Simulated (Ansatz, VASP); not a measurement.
Hf: VASP beside Ansatz

```
Hf
1.0
     0.00000    2.20510    2.20510
     2.20510    0.00000    2.20510
     2.20510    2.20510    0.00000
Hf
1
Cartesian
  0.0000 0.0000 0.0000
```

Change from the starting cell: volume scaled by 0.98.

Alike in both runs: task single point; functional LDA; k mesh 10 × 10 × 10; occupations fermi-dirac, width 0.05 eV; no spin polarisation.

|  | VASP | Ansatz |
| --- | --- | --- |
| version | VASP 6.6.1 | Ansatz 0.2.0 |
| potentials or method | VASP PAW LDA potentials, release 64 (Hf_pv), cutoff 520 eV | all-electron LAPW, scalar-relativistic |

```tsv
	VASP	Ansatz	Ansatz less VASP
gap on the k mesh at the Fermi level (eV)	none	none	-
pressure (GPa)	-3.6	-3.6	-0.01
```

LDA's correlation is that of Perdew and Zunger in VASP and of Perdew and Wang (1992) in Ansatz. A gap of «none» marks a metal or a gap that the smearing closes. Ansatz ran all-electron here, and VASP with PAW potentials.

Neither program's run includes spin-orbit coupling.
